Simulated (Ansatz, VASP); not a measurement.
Two plane-wave programs on Mo

The input POSCAR:

```
Mo
1.0
    0.0000000000      2.8628988104      2.8628988104
    2.8628988104      0.0000000000      2.8628988104
    2.8628988104      2.8628988104      0.0000000000
Mo
2
Direct
    0.1250000000      0.1250000000      0.1250000000
    0.8750000000      0.8750000000      0.8750000000
```

Contents of INCAR.step1:

```
SYSTEM = Mo
  PREC = Accurate
  ENCUT = 520
  ISMEAR = -1
  SIGMA = 0.1
  LREAL = .False.
  LASPH = .True.
  NELM = 100
  NBANDS = 21
  GGA = PE
  ALGO = Normal
  EDIFF = 1E-4
  LWAVE = .True.
  LCHARG = .False.
```

File INCAR.step2:

```
SYSTEM = Mo
  PREC = Accurate
  ENCUT = 520
  EDIFF = 1E-6
  ISMEAR = -1
  SIGMA = 0.1
  LREAL = .False.
  LASPH = .True.
  NELM = 100
  ALGO = Normal
  ISIF = 2
  LWAVE = .False.
  LCHARG = .False.
  METAGGA = R2SCAN
  LMIXTAU = .True.
  NBANDS = 21
  ISTART = 1
```

File KPOINTS:

```
regular mesh
0
Gamma
  11 11 11
  0 0 0
```

Input for Ansatz:

```yaml
crystal:
  lattice:
    - [0.0, 2.8628988104, 2.8628988104]
    - [2.8628988104, 0.0, 2.8628988104]
    - [2.8628988104, 2.8628988104, 0.0]
  atoms:
    - { symbol: Mo, position: [0.125, 0.125, 0.125] }
    - { symbol: Mo, position: [0.875, 0.875, 0.875] }
hamiltonian:
  xc: r2scan
  pseudopotentials:
    kind: paw
    azcp:
      Mo: "pseudopotentials/Mo.paw.azcp"
basis:
  ecutwfc: 500
  fft_grid_basis: typed
kpoints:
  mp_grid: { grid: [11, 11, 11], shift: [0, 0, 0] }
magnetization:
  spin_polarized: false
scf:
  occupations: { method: fermi_dirac, width: 0.1 }
  lower_state_search: "off"
output:
  stress: true
```

Alike in both runs: task single point; functional r2SCAN; k mesh 11 × 11 × 11; occupations fermi-dirac, width 0.1 eV; no spin polarisation.

|  | VASP | Ansatz |
| --- | --- | --- |
| version | VASP 6.6.1 | Ansatz 0.2.0 |
| potentials or method | VASP PAW PBE potentials, release 64 (Mo_sv), cutoff 520 eV | plane waves (500 eV) with PAW, scalar-relativistic |
| valence electrons in the cell | 28 | 28 |

|  | VASP | Ansatz | Ansatz less VASP |
| --- | --- | --- | --- |
| pressure (GPa) | -3.3 | -3.9 | -0.64 |

VASP's potentials were made for PBE, not for r2SCAN.
